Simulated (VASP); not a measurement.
# Na (P6_3/mmc) in VASP: a series of runs

Na is run at these levels: PBE; tasks: single point, relaxation of cell and atoms.

Everything below comes from runs of VASP 6.6.1. Logs are shortened: lines on timing, memory, paths and dates and some standing lists are left out, and cuts for length are marked.

### Step 1. The cell of the first run

Symmetry: P6_3/mmc, No. 194, hexagonal system. The conventional cell has a = 2.795 Å, b = 2.795 Å, c = 4.562 Å, α = 90.00°, β = 90.00°, γ = 120.00°. Within 3.7 Å of Na (site symmetry -6m2) lie 12 Na at 2.79 to 2.80 Å.

This isn't the form of Na at room conditions, which is bcc.

### Step 2. Single point, PBE

Contents of INCAR:

```
PREC = Accurate
ENCUT = 520
EDIFF = 1E-6
ISMEAR = -1
SIGMA = 0.05
LREAL = F
LASPH = T
NELM = 60
ALGO = Normal
ISIF = 2
LWAVE = F
LCHARG = F
GGA = PE
NBANDS = 14
```

Contents of KPOINTS:

```
regular mesh
0
Gamma
  16 16 9
```

Contents of POSCAR:

```
Na
1.0
    2.7952995036      0.0000000000      0.0000000000
   -1.3976497518      2.4208003813      0.0000000000
    0.0000000000      0.0000000000      4.5624577838
Na
2
Direct
    0.3333333333      0.6666666667      0.2500000000
    0.6666666667      0.3333333333      0.7500000000
```

Potentials or basis: VASP PAW PBE potentials, release 64 (Na_pv).

Command:

```console
$ cat potpaw_PBE.64/Na_pv/POTCAR > POTCAR
$ mpirun -np 1 vasp_std > vasp.out
```

OUTCAR:

```text
PREC = Accurate
   ENCUT = 520
   EDIFF = 1E-6
   ISMEAR = -1
   LREAL = F
   LASPH = T
   NELM = 60
   ISIF = 2
   GGA = PE

 ion  position               nearest neighbor table
   1  0.333  0.667  0.250-
   2  0.667  0.333  0.750-

  LATTYP: Found a hexagonal cell.
 ALAT       =     2.7952995036
 C/A-ratio  =     1.6321892441

  Lattice vectors:

 A1 = (   2.7952995036,   0.0000000000,   0.0000000000)
 A2 = (  -1.3976497518,   2.4208003813,   0.0000000000)
 A3 = (   0.0000000000,   0.0000000000,   4.5624577838)

Analysis of symmetry for initial positions (statically):
=====================================================================
 Subroutine PRICEL returns:
 Original cell was already a primitive cell.

 Routine SETGRP: Setting up the symmetry group for a
 hexagonal supercell.

 Subroutine GETGRP returns: Found 24 space group operations
 (whereof 12 operations were pure point group operations)
 out of a pool of 24 trial point group operations.

The static configuration has the point symmetry D_3d.
 The point group associated with its full space group is D_6h.

Analysis of symmetry for dynamics (positions and initial velocities):
=====================================================================
 Subroutine PRICEL returns:
 Original cell was already a primitive cell.

 Routine SETGRP: Setting up the symmetry group for a
 hexagonal supercell.

 Subroutine GETGRP returns: Found 24 space group operations
 (whereof 12 operations were pure point group operations)
 out of a pool of 24 trial point group operations.

The dynamic configuration has the point symmetry D_3d.
 The point group associated with its full space group is D_6h.

 Subroutine INISYM returns: Found 24 space group operations
 (whereof 12 operations are pure point group operations),
 and found     1 'primitive' translations

----------------------------------------------------------------------------------------

                                     Primitive cell

  volume of cell :      30.8735

  direct lattice vectors                    reciprocal lattice vectors
     2.795299504  0.000000000  0.000000000     0.357743418  0.206543259  0.000000000
    -1.397649752  2.420800381  0.000000000     0.000000000  0.413086518  0.000000000
     0.000000000  0.000000000  4.562457784     0.000000000  0.000000000  0.219180110

  length of vectors
     2.795299504  2.795299504  4.562457784     0.413086518  0.413086518  0.219180110

  position of ions in fractional coordinates (direct lattice)
     0.333333333  0.666666667  0.250000000
     0.666666667  0.333333333  0.750000000

  ion indices of the primitive-cell ions
   primitive index   ion index
                 1           1
                 2           2

----------------------------------------------------------------------------------------

 KPOINTS: regular mesh

Automatic generation of k-mesh.
 Grid dimensions read from file:
 generate k-points for:   16   16    9

 Generating k-lattice:

  Cartesian coordinates                     Fractional coordinates (reciprocal lattice)
     0.022358964  0.012908954  0.000000000     0.062500000  0.000000000  0.000000000
     0.000000000  0.025817907  0.000000000     0.000000000  0.062500000  0.000000000
     0.000000000  0.000000000  0.024353346     0.000000000  0.000000000  0.111111111

  Length of vectors
     0.025817907  0.025817907  0.024353346

  Shift w.r.t. Gamma in fractional coordinates (k-lattice)
     0.000000000  0.000000000  0.000000000

 Subroutine IBZKPT returns following result:
 ===========================================

 Found    150 irreducible k-points:

 Following reciprocal coordinates:
            Coordinates               Weight
  0.000000  0.000000  0.000000      1.000000
  0.062500  0.000000  0.000000      6.000000
  0.125000  0.000000  0.000000      6.000000
  0.187500  0.000000  0.000000      6.000000
  0.250000  0.000000  0.000000      6.000000
  0.312500 -0.000000  0.000000      6.000000
[... 16 lines left out ...]
  0.187500  0.187500  0.000000      6.000000
[... 44 lines left out ...]
 fundamental gap:      0.0669546266
 Fermi energy:         4.7031322230

 k-point     1 :       0.0000    0.0000    0.0000
  band No.  band energies     occupation
      1     -21.0281      2.00000
      2     -20.5360      2.00000
      3     -20.5360      2.00000
      4     -20.4750      2.00000
      5     -20.4746      2.00000
      6     -20.4746      2.00000
      7      -1.0680      2.00000
      8       5.4363      0.00000
      9       6.5686      0.00000
     10      20.3238      0.00000
     11      20.3238      0.00000
     12      20.9589      0.00000
     13      22.1537      0.00000
     14      22.1537      0.00000

 k-point     2 :       0.0625    0.0000    0.0000
  band No.  band energies     occupation
      1     -21.0203      2.00000
      2     -20.5519      2.00000
      3     -20.5409      2.00000
      4     -20.4918      2.00000
      5     -20.4772      2.00000
      6     -20.4765      2.00000
      7      -0.9561      2.00000
      8       5.5071      0.00000
      9       6.6700      0.00000
     10      18.5813      0.00000
     11      20.0241      0.00000
     12      20.9916      0.00000
     13      22.1414      0.00000
     14      22.5289      0.00000

 k-point     3 :       0.1250    0.0000    0.0000
  band No.  band energies     occupation
      1     -20.9976      2.00000
      2     -20.5977      2.00000
      3     -20.5544      2.00000
      4     -20.5395      2.00000
      5     -20.4836      2.00000
      6     -20.4823      2.00000
      7      -0.6239      2.00000
      8       5.7207      0.00000
      9       6.9668      0.00000
     10      16.4272      0.00000
     11      19.4364      0.00000
     12      19.4704      0.00000
     13      21.6451      0.00000
     14      22.6920      0.00000
[... 324 lines left out ...]
 k-point    23 :       0.1875    0.1875    0.0000
  band No.  band energies     occupation
      1     -20.8555      2.00000
      2     -20.8037      2.00000
      3     -20.7826      2.00000
      4     -20.6268      2.00000
      5     -20.5593      2.00000
      6     -20.5374      2.00000
      7       1.7644      2.00000
      8       7.4063      0.00000
      9       8.7466      0.00000
     10      11.0482      0.00000
     11      13.5251      0.00000
     12      16.7390      0.00000
     13      16.8468      0.00000
     14      19.4924      0.00000

 k-point    24 :       0.2500    0.1875    0.0000
  band No.  band energies     occupation
      1     -20.8599      2.00000
      2     -20.8119      2.00000
      3     -20.8090      2.00000
      4     -20.6633      2.00000
      5     -20.5865      2.00000
      6     -20.5615      2.00000
      7       2.7292      2.00000
      8       8.1585      0.00000
      9       8.9184      0.00000
     10       9.9453      0.00000
     11      12.9361      0.00000
     12      14.9132      0.00000
     13      16.2918      0.00000
     14      18.6369      0.00000

 [... further k-points ...]

------------------------ aborting loop because EDIFF is reached ----------------------------------------

  FORCE on cell =-STRESS in cart. coord.  units (eV):
  Direction    XX          YY          ZZ          XY          YZ          ZX
  --------------------------------------------------------------------------------------
  -------------------------------------------------------------------------------------
  Total        6.7684266      6.7684266      6.7688075      0.0000000      0.0000000      0.0000000
  in kB      351.2465925    351.2465925    351.2663596      0.0000000      0.0000000      0.0000000
  external PRESSURE =     351.2531815 kB  Pullay stress =       0.0000000 kB

 VOLUME and BASIS-vectors are now :
 -----------------------------------------------------------------------------
  energy-cutoff  :      520.00
  volume of cell :       30.87
      direct lattice vectors                 reciprocal lattice vectors
     2.795299504  0.000000000  0.000000000     0.357743418  0.206543259  0.000000000
    -1.397649752  2.420800381  0.000000000     0.000000000  0.413086518  0.000000000
     0.000000000  0.000000000  4.562457784     0.000000000  0.000000000  0.219180110

 POSITION                                       TOTAL-FORCE (eV/Angst)
 -----------------------------------------------------------------------------------
     -0.00000      1.61387      1.14061         0.000000     -0.000000      0.000000
      1.39765      0.80693      3.42184        -0.000000      0.000000      0.000000
 -----------------------------------------------------------------------------------
    total drift:                               -0.000000      0.000000     -0.000000

  FREE ENERGIE OF THE ION-ELECTRON SYSTEM (eV)
  ---------------------------------------------------
  free  energy   TOTEN  =        -0.3084503556 eV

  energy  without entropy=       -0.3038521054  energy(sigma->0) =       -0.30615123
```

It took 60 s on 1 thread of Intel Xeon 8259CL, shared host; peak memory 0.18 GiB.

Results:

```
Free energy            : -0.3085 eV
Pressure               : 35.1 GPa
Band gap on the k mesh : zero (bands 7 and 8 overlap by 5.74 eV)
```

Caveat: the cell stands under pressure.

### Step 3. Single point, PBE

This run uses another cell than the first one: it holds 4 atoms, not 2.

Contents of INCAR:

```
SYSTEM = Na
  PREC = Accurate
  ENCUT = 520
  EDIFF = 1E-6
  ISMEAR = -1
  SIGMA = 0.05
  LREAL = .False.
  LASPH = .True.
  NELM = 60
  ALGO = Normal
  ISIF = 2
  LWAVE = .False.
  LCHARG = .True.
  GGA = PE
  LELF = .True.
  LVHAR = .True.
  NBANDS = 22
```

Contents of KPOINTS:

```
Automatic mesh
0
Gamma
  10 10 6
  0 0 0
```

Contents of POSCAR:

```
Na
1.0
    2.8200171028      0.0000000000      0.0000000000
   -1.4100085514      2.4422064501      0.0000000000
    0.0000000000      0.0000000000      8.9651027487
Na
4
Direct
    0.0000000000      0.0000000000      0.0000000000
    0.0000000000      0.0000000000      0.5000000000
    0.3333333333      0.6666666667      0.2500000000
    0.6666666667      0.3333333333      0.7500000000
```

Potentials or basis: VASP PAW PBE potentials, release 64 (Na_pv).

Command:

```console
$ cat potpaw_PBE.64/Na_pv/POTCAR > POTCAR
$ mpirun -np 1 vasp_std > vasp.out
```

Wall time 93 s (1 thread of Intel Xeon 8259CL, shared host); peak memory 0.2 GiB.

Results (log left out):

```yaml
Free_energy: -0.6208 eV
Pressure: 35.1 GPa
Band_gap_on_the_k_mesh: zero (bands 14 and 15 overlap by 5.69 eV)
```

Levels at points of the mesh, in eV from the Fermi level:
```csv
k point,band 11,band 12,band 13,band 14,band 15,band 16,band 17,band 18
"(0.00, 0.00, 0.00)",-25.13,-25.12,-5.72,-3.72,-3.72,1.05,2.08,9.33
"(0.50, 0.00, 0.00)",-25.21,-25.19,0.22,0.52,1.60,2.13,2.26,2.54
"(0.00, 0.00, 0.50)",-25.14,-25.14,-5.20,-5.20,-1.45,-1.45,5.19,5.19
"(0.50, 0.00, 0.50)",-25.21,-25.21,0.52,0.52,1.15,1.15,3.77,3.77
```

Caveat: the cell stands under pressure.

### Step 4. Relaxation of cell and atoms, PBE, target pressure 35 GPa, at which the enthalpy is minimised

Contents of INCAR:

```
ALGO = Normal
EDIFF = 1E-7
EDIFFG = -0.005
ENCUT = 600
GGA = PE
IBRION = 2
ISIF = 3
ISMEAR = -1
LASPH = T
LCHARG = F
LREAL = F
LWAVE = F
NELM = 60
NSW = 60
PREC = Accurate
PSTRESS = 350.0
SIGMA = 0.05
```

Contents of KPOINTS:

```
k-points
0
Gamma
  16 16 9
```

Contents of POSCAR:

```
Na
1.0
    2.8032523543      0.0000000000      0.0000000000
   -1.4016261772      2.4276877520      0.0000000000
    0.0000000000      0.0000000000      4.5412688140
Na
2
Direct
    0.3333333333      0.6666666667      0.2500000000
    0.6666666667      0.3333333333      0.7500000000
```

Command:

```console
$ cat potpaw_PBE.64/Na_pv/POTCAR > POTCAR
$ mpirun -np 1 vasp_std > vasp.out
```

Run time: 2.4 min. Hardware: 1 thread of Intel Xeon 8259CL, shared host; peak memory 0.18 GiB.

It converged, with:

```
Free energy                                                : -0.3124 eV
Relaxed volume                                             : 15.45 Å³/atom
Relaxed cell                                               : a = 2.796 Å, b = 2.796 Å, c = 4.563 Å, α = 90.00°, β = 90.00°, γ = 120.00°
Space group after relaxing (to 0.1 Å)                      : P6_3/mmc (No. 194)
Energy change on relaxing (the run minimises the enthalpy) : +1.5 meV/atom
Ionic steps                                                : 4
Pressure after relaxing                                    : 35.0 GPa
Band gap on the k mesh                                     : zero (bands 7 and 8 overlap by 5.74 eV)
```

The path:
```tsv
step	energy change (eV)	largest force (eV/Å)	pressure (GPa)	volume (Å³)
1	0.0000	0.0000	34.99	30.91
2	0.0006	0.0000	34.99	30.90
3	0.0026	0.0000	35.04	30.89
4	0.0029	0.0000	35.04	30.89
```

Final structure:
```
Na
1.0
     2.79589    0.00000    0.00000
    -1.39795    2.42131    0.00000
     0.00000    0.00000    4.56313
Na
2
Direct
  0.33333 0.66667 0.25000
  0.66667 0.33333 0.75000
```

Levels at points of the mesh, in eV from the Fermi level:
```csv
k point,band 3,band 4,band 5,band 6,band 7,band 8,band 9,band 10,band 11
"(0.00, 0.00, 0.00)",-25.24,-25.18,-25.18,-25.18,-5.77,0.73,1.87,15.62,15.62
"(0.50, 0.00, 0.00)",-25.46,-25.35,-25.29,-25.24,0.18,0.84,4.95,6.47,6.91
```

Caveat: the cell is relaxed towards a set pressure, so the run minimises the enthalpy, not the energy.

### Step 5. Relaxation of cell and atoms, PBE, target pressure 35 GPa, at which the enthalpy is minimised

This run uses another cell than the first one: it holds 4 atoms, not 2.

Contents of INCAR:

```
ALGO     = Normal         # electronic algorithm
EDIFF    = 1E-7           # SCF threshold, eV
EDIFFG   = -0.005         # ionic threshold
ENCUT    = 600            # plane-wave cutoff, eV
GGA      = PE             # functional
IBRION   = 2              # ionic algorithm
ISIF     = 3              # what is computed and relaxed
ISMEAR   = -1             # smearing method
LASPH    = T              # aspherical terms in the spheres
LCHARG   = F              # write CHGCAR
LREAL    = F              # projectors in reciprocal space
LWAVE    = F              # write WAVECAR
NELM     = 100            # most SCF steps
NSW      = 60             # ionic steps
PREC     = Accurate       # precision mode
PSTRESS  = 350.0        
SIGMA    = 0.05           # smearing width, eV
```

Contents of KPOINTS:

```
k-points
0
Gamma
  10 10 6
```

Contents of POSCAR:

```
Na
1.0
    3.6904649430      0.0000000000      0.0000000000
   -1.8452324715      3.1960363924      0.0000000000
    0.0000000000      0.0000000000      5.2404602191
Na
4
Direct
    0.0000000000      0.0000000000      0.0000000000
    0.0000000000      0.0000000000      0.5000000000
    0.3333333333      0.6666666667      0.2500000000
    0.6666666667      0.3333333333      0.7500000000
```

Command:

```console
$ cat potpaw_PBE.64/Na_pv/POTCAR > POTCAR
$ mpirun -np 1 vasp_std > vasp.out
```

It took 26 min on 1 thread of Intel Xeon 8259CL, shared host; peak memory 0.22 GiB.

It converged, with:

```yaml
Free_energy: -0.4014 eV
Relaxed_volume: 15.29 Å³/atom
Relaxed_cell: a = 2.863 Å, b = 2.863 Å, c = 8.619 Å, α = 90.00°, β = 90.00°, γ = 120.00°
Space_group_after_relaxing_to_0.1_Å: P6_3/mmc (No. 194)
Energy_change_on_relaxing_the_run_minimises_the_enthalpy: -234.1 meV/atom
Ionic_steps: 25
Pressure_after_relaxing: 35.0 GPa
Band_gap_on_the_k_mesh: zero (bands 14 and 15 overlap by 5.37 eV)
```

The path:
| step | energy change (eV) | largest force (eV/Å) | pressure (GPa) | volume (Å³) |
| --- | --- | --- | --- | --- |
| 1 | 0.0000 | 0.0000 | 34.77 | 61.81 |
| 2 | 0.0038 | 0.0000 | 34.99 | 61.60 |
| 3 | 0.0561 | 0.0000 | 36.09 | 60.78 |
| 4 | 0.3763 | 0.0000 | 40.51 | 58.40 |
| 5 | 2.1519 | 0.0000 | 60.36 | 51.18 |
| 6 | 2.1458 | 0.0000 | 60.35 | 51.19 |
| 7 | 2.1278 | 0.0000 | 60.33 | 51.22 |
| 8 | 2.0936 | 0.0000 | 60.31 | 51.26 |
| 9 | 2.0305 | 0.0000 | 60.19 | 51.33 |
| 10 | 1.9415 | 0.0000 | 60.20 | 51.38 |
| 11 | 1.9827 | 0.0000 | 60.73 | 51.14 |
| 12 | 1.8037 | 0.0000 | 59.03 | 51.62 |
| 13 | 1.2903 | 0.0000 | 54.19 | 53.08 |
| 14 | 0.3640 | 0.0000 | 45.52 | 56.08 |
| 15 | -1.1246 | 0.0000 | 31.29 | 62.41 |
| 16 | -0.7121 | 0.0000 | 35.32 | 60.40 |
| 17 | -0.7298 | 0.0000 | 35.35 | 60.44 |
| 18 | -0.7778 | 0.0000 | 35.38 | 60.57 |
| 19 | -0.8511 | 0.0000 | 35.45 | 60.79 |
| 20 | -0.9238 | 0.0000 | 35.45 | 61.15 |
| 21 | -0.8927 | 0.0000 | 35.47 | 60.97 |
| 22 | -0.8892 | 0.0000 | 35.47 | 60.95 |
| 23 | -0.8872 | 0.0000 | 35.45 | 60.94 |
| 24 | -0.9305 | 0.0000 | 35.06 | 61.14 |
| 25 | -0.9364 | 0.0000 | 35.03 | 61.16 |

Final structure:
```
Na
1.0
     2.86258    0.00000    0.00000
    -1.43129    2.47906    0.00000
     0.00000    0.00000    8.61879
Na
4
Direct
  0.00000 0.00000 0.00000
  0.00000 0.00000 0.50000
  0.33333 0.66667 0.25000
  0.66667 0.33333 0.75000
```

Levels at points of the mesh, in eV from the Fermi level:
```csv
k point,band 11,band 12,band 13,band 14,band 15,band 16,band 17,band 18
"(0.00, 0.00, 0.00)",-25.21,-25.18,-5.78,-3.63,-3.63,1.61,2.40,10.22
"(0.50, 0.00, 0.00)",-25.26,-25.25,-0.01,0.29,1.49,2.03,2.19,2.48
"(0.00, 0.00, 0.50)",-25.22,-25.22,-5.22,-5.22,-1.18,-1.18,5.83,5.83
"(0.50, 0.00, 0.50)",-25.27,-25.27,0.32,0.32,0.98,0.98,3.84,3.84
```

Caveat: the cell is relaxed towards a set pressure, so the run minimises the enthalpy, not the energy; a cell axis changed by over 15 % at a fixed basis, so the end point is rough.

### Step 6. Summary

| task | cell | k mesh | cutoff (eV) | gap on the mesh (eV) | pressure (GPa) |
| --- | --- | --- | --- | --- | --- |
| single point | a = 2.795, b = 2.795, c = 4.562 Å, angles 90.0, 90.0, 120.0°, 2 atoms, atomic positions A | 16 × 16 × 9 | 520 | none | 35.1 |
| single point | a = 2.820, b = 2.820, c = 8.965 Å, angles 90.0, 90.0, 120.0°, 4 atoms, atomic positions B | 10 × 10 × 6 | 520 | none | 35.1 |
| relaxation of cell and atoms | relaxed to 35 GPa from a = 2.803, b = 2.803, c = 4.541 Å, angles 90.0, 90.0, 120.0°, 2 atoms, atomic positions A | 16 × 16 × 9 | 600 | none | 35.0 |
| relaxation of cell and atoms | relaxed to 35 GPa from a = 3.690, b = 3.690, c = 5.240 Å, angles 90.0, 90.0, 120.0°, 4 atoms, atomic positions B | 10 × 10 × 6 | 600 | none | 35.0 |

Alike in all rows: level PBE; potentials or basis VASP PAW PBE potentials, release 64 (Na_pv); no spin polarisation; smearing fermi-dirac 0.05 eV.

Caveats: the cell stands under pressure (at least some runs); the cell is relaxed towards a set pressure, so the run minimises the enthalpy, not the energy (at least some runs); a cell axis changed by over 15 % at a fixed basis, so the end point is rough (at least some runs).

Total energies depend on the potentials used, so only differences within one code and one set of settings carry meaning.

The gap in the log of VASP goes by the Fermi energy; the results here count the filled bands.